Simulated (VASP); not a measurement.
Set up this calculation in VASP 6.6.1, as the native input.

```
Task                   : single point
Functional             : PBEsol
Potentials or basis    : VASP PAW PBE potentials, release 64 (Sc_sv)
Cutoff                 : 520 eV
k mesh                 : 9 × 9 × 5
Occupations            : gaussian, width 0.02 eV
Spin                   : no spin polarisation
Dipole correction      : no
Further INCAR settings : ALGO = Normal; EDIFF = 1e-06; NBANDS = 18
```

The structure of Sc lies in POSCAR:

```
Sc
1.0
    3.3090000000      0.0000000000      0.0000000000
   -1.6545000000      2.8656780611      0.0000000000
    0.0000000000      0.0000000000      5.2733000000
Sc
2
Direct
    0.6666666667      0.3333333333      0.7500000000
    0.3333333333      0.6666666667      0.2500000000
```

The input as run:

INCAR

```
SYSTEM = Sc
PREC     = Accurate       ! precision mode
ENCUT    = 520            ! plane-wave cutoff, eV
EDIFF    = 1E-6           ! SCF threshold, eV
ISMEAR   = 0              ! smearing method
SIGMA    = 0.02           ! smearing width, eV
LREAL    = .False.        ! projectors in reciprocal space
LASPH    = .True.         ! aspherical terms in the spheres
NELM     = 60             ! most SCF steps
ALGO     = Normal         ! electronic algorithm
ISIF     = 2              ! what is computed and relaxed
LWAVE    = .False.        ! write WAVECAR
LCHARG   = .False.        ! write CHGCAR
GGA      = PS             ! functional
NBANDS   = 18             ! bands
```

KPOINTS

```
regular mesh
0
Gamma
  9 9 5
  0 0 0
```

Potentials or basis: VASP PAW PBE potentials, release 64 (Sc_sv).

The run is started by

```bash
$ cat potpaw_PBE.64/Sc_sv/POTCAR > POTCAR
$ mpirun -np 1 vasp_std > vasp.out
```

Results of the run:

```json
{
 "Pressure": "-2.8 GPa",
 "Band gap on the k mesh": "zero (bands 11 and 12 overlap by 1.11 eV)"
}
```

Caveat: the PAW data sets were made with another functional, which shifts forces and pressure a little.

Run time: 22 s on 1 thread of Intel(R) Xeon(R) Platinum 8488C (Sapphire Rapids), with other jobs on the host, peak memory 0.18 GiB.
